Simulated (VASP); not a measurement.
InPd: single point with LDA

The system is InPd.

```xyz
2
Lattice="3.3569 0.0000 0.0000 0.0000 3.3569 0.0000 0.0000 0.0000 3.3569" Properties=species:S:1:pos:R:3 pbc="T T T"
In    0.0000    0.0000    0.0000
Pd    1.6785    1.6785    1.6785
```

```json
{
  "Program": "VASP 6.6.1",
  "Task": "single point",
  "Functional": "LDA",
  "Potentials or basis": "VASP PAW LDA potentials, release 64 (In_d, Pd)",
  "Cutoff": "520 eV",
  "k mesh": "9 × 9 × 9",
  "Occupations": "methfessel-paxton, width 0.15 eV",
  "Spin": "no spin polarisation"
}
```

* Pressure: -13.0 GPa

Levels at points of the mesh, in eV from the Fermi level:
```
           k point  band 8  band 9  band 10  band 11  band 12  band 13  band 14  band 15
(0.00, 0.00, 0.00)   -3.43   -2.08    -2.08    -2.08     4.05     4.05     4.05     8.33
```

It took 18 s on 1 thread of Intel Xeon 6975P-C, with other jobs on the host, peak memory 0.15 GiB.

Caveat: spin-orbit coupling is left out, which moves the levels of the heavy elements.
